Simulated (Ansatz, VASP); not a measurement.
**C5N in VASP and in Ansatz**

```xyz
12
Lattice="3.6473 0.0000 0.0000 -1.6659 3.9310 0.0000 0.0000 0.0000 23.1310" Properties=species:S:1:pos:R:3 pbc="T T T"
C     1.2689    1.3106    4.0000
C     0.7125    2.6204    4.0000
C     0.4360    3.2761    5.2325
C     1.5455    0.6549    5.2325
C     1.2651    1.3181    6.4645
C     0.7163    2.6129    6.4645
C     0.4304    3.2889    7.7020
C     1.5511    0.6421    7.7020
C     1.2324    1.3933    8.8310
C     0.7491    2.5377    8.8310
N     1.8066    4.3415   12.0310
N     1.8066    4.3415   13.1310
```

Alike in both runs: task single point; functional PBE; dispersion D3(BJ); k mesh 8 × 7 × 1; occupations gaussian, width 0.05 eV; no spin polarisation.

|  | VASP | Ansatz |
| --- | --- | --- |
| version | VASP 6.6.1 | Ansatz 0.2.0 |
| potentials or method | VASP PAW PBE potentials, release 64 (C, N), cutoff 520 eV | scalar-relativistic, plane waves, PAW |
| valence electrons in the cell | 50 | 50 |

```csv
,VASP,Ansatz,Ansatz less VASP
gap on the k mesh at the Fermi level (eV),none,none,-
rms of the force components (eV/Å),1.699,1.631,-0.0679
```

Atom by atom the forces differ by 0.424 eV/Å (rms over components). A gap of «none» marks a metal or a gap that the smearing closes. Ansatz's warnings: xc potential rough in thin density.

Noted on VASP's run: the standard files for N, O and F lose accuracy on very short bonds.
